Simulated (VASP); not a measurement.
Wanted: the native input for a VASP 6.6.1 run.

- Task: single point
- Functional: PBE
- Dispersion: D3(BJ)
- Potentials or basis: VASP PAW PBE potentials, release 64 (Mo_sv, S)
- Cutoff: 520 eV
- k mesh: 10 × 10 × 2
- Occupations: gaussian, width 0.05 eV
- Spin: no spin polarisation
- Dipole correction: no
- Further INCAR settings: ALGO = Normal; EDIFF = 1e-06; NBANDS = 49

The structure of MoS2 lies in POSCAR:

```
MoS2
1.0
   -1.5764743774     -2.7305337185      0.0000000000
    1.5764743774     -2.7305337185      0.0000000000
    0.2627457296     -1.3652668593     17.9896049492
Mo S
3 6
Direct
    0.8611054547      0.7222109095      0.8333672715
    0.3055498992      0.2777664651      0.1667006048
    0.5833276770      0.4999886873      0.5000339382
    0.9021818123      0.8043636245      0.5869091264
    0.1799595900      0.0265858467      0.9202424598
    0.6244040345      0.5821414023      0.2535757931
    0.9311543997      0.8623087993      0.4130736021
    0.2089321774      0.0845310215      0.7464069354
    0.6533766219      0.6400865771      0.0797402687
```

This cell differs from its parent crystal: layers slid over each other.

One way to write it, as run:

INCAR

```
SYSTEM = MoS2
  ALGO = Normal
  EDIFF = 1E-6
  ENCUT = 520
  GGA = PE
  ISIF = 2
  ISMEAR = 0
  IVDW = 12
  LASPH = .True.
  LCHARG = .True.
  LELF = .True.
  LREAL = .False.
  LVHAR = .True.
  LWAVE = .False.
  NBANDS = 49
  NELM = 80
  PREC = Accurate
  SIGMA = 0.05
```

KPOINTS

```
k-points
0
Gamma
  10 10 2
  0 0 0
```

Potentials or basis: VASP PAW PBE potentials, release 64 (Mo_sv, S).

The run is started by

```sh
$ cat potpaw_PBE.64/Mo_sv/POTCAR potpaw_PBE.64/S/POTCAR > POTCAR
$ mpirun -np 1 vasp_std > vasp.out
```

Results of the run:

```json
{
  "Pressure": "0.0 GPa",
  "Largest force": "0.135 eV/Å",
  "Band gap on the k mesh": "0.78 eV (least direct gap 1.90 eV)",
  "Dispersion energy per atom": "-0.440 eV"
}
```

Caveat: the cell differs from its parent crystal (layers slid over each other).

Wall time 12 min on 1 thread of Oxide Virtual Turin-like Processor, with other jobs on the host, peak memory 0.64 GiB.
